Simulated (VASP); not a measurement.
The system is MgCd3O4.

```
Mg Cd O
1.0
     0.04872   -0.08122    3.29837
     3.30857   -4.75210    0.16430
     3.24487    4.70706   -0.06644
Mg Cd O
1 3 4
Direct
  0.49782 0.50770 0.50901
  0.98919 0.99888 0.49972
  0.48301 0.00789 0.99445
  0.99870 0.50586 0.00556
  0.00818 0.72791 0.73468
  0.50179 0.73236 0.25747
  0.50499 0.25525 0.73737
  0.01632 0.26414 0.26175
```

```yaml
Program: VASP 6.6.1
Task: relaxation of cell and atoms
Functional: PBE
Potentials_or_basis: VASP PAW PBE potentials, release 64 (Mg, Cd, O)
Cutoff: 600 eV
k_mesh: 6 × 4 × 4
Occupations: gaussian, width 0.2 eV
Spin: no spin polarisation
```

At the start: pressure 0.4 GPa; volume 12.77 Å³/atom.

**Question.** Where does the relaxation end?

**Answer.** Over 10 steps the energy falls by 18.1 meV/atom and the volume is 12.70 Å³/atom (-0.5 %); space group P1 (No. 1, to 0.1 Å) before, Cmmm (No. 65, to 0.1 Å).

The path:
| step | energy change (eV) | largest force (eV/Å) | pressure (GPa) | volume (Å³) |
| --- | --- | --- | --- | --- |
| 1 | 0.0000 | 0.5794 | 0.40 | 102.14 |
| 2 | -0.0959 | 0.2583 | -0.66 | 102.60 |
| 3 | -0.1271 | 0.1643 | -1.40 | 103.01 |
| 4 | -0.1360 | 0.1274 | 0.97 | 101.09 |
| 5 | -0.1368 | 0.1359 | 0.42 | 101.51 |
| 6 | -0.1411 | 0.0926 | 0.23 | 101.63 |
| 7 | -0.1429 | 0.0745 | 0.03 | 101.78 |
| 8 | -0.1443 | 0.0372 | -0.08 | 101.86 |
| 9 | -0.1447 | 0.0385 | -0.17 | 101.93 |
| 10 | -0.1449 | 0.0190 | 0.22 | 101.63 |

Final structure:
```
CELL_PARAMETERS angstrom
0.00031 -0.00059 3.29019
3.30518 -4.67320 0.00072
3.30489 4.67313 -0.00061
ATOMIC_POSITIONS crystal
Mg 0.50013 0.49964 0.49978
Cd 0.00017 0.99999 0.49980
Cd 0.50040 0.00008 0.99978
Cd 0.99947 0.50018 0.00001
O 0.99866 0.73069 0.73059
O 0.49997 0.73554 0.26464
O 0.49940 0.26443 0.73571
O 0.00180 0.26944 0.26970
```
